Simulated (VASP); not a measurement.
V, 1 atom in the cell. It takes space group Im-3m (No. 229, cubic). The conventional cell has a = 2.888 Å, b = 2.888 Å, c = 2.888 Å, α = 90.00°, β = 90.00°, γ = 90.00°. Within 3.3 Å of V (site symmetry m-3m) lie 14 V at 2.50 to 2.89 Å.  This cell differs from its parent crystal: volume scaled by 0.88.

```yaml
Program: VASP 6.6.1
Task: single point
Functional: revPBE
Potentials_or_basis: VASP PAW PBE potentials, release 64 (V_sv)
Cutoff: 520 eV
k_mesh: 24 × 24 × 24
Occupations: fermi-dirac, width 0.05 eV
Spin: collinear spin, ferromagnetic start
Starting_moments: "[1.0] μB"
Dipole_correction: no
Further_INCAR_settings: ALGO = Normal; EDIFF = 1e-06; NBANDS = 16
```

Potentials or basis: VASP PAW PBE potentials, release 64 (V_sv).

Launch:

```sh
$ cat potpaw_PBE.64/V_sv/POTCAR > POTCAR
$ mpirun -np 1 vasp_std > vasp.out
```

Hardware: 1 thread of Intel(R) Xeon(R) Platinum 8488C (Sapphire Rapids) (shared host).

Task: Estimate the wall time of this run.

Result: Run time: 2 min on 1 thread of Intel(R) Xeon(R) Platinum 8488C (Sapphire Rapids), with other jobs on the host, peak memory 0.23 GiB. Counts: scf iterations 13, k points 413.
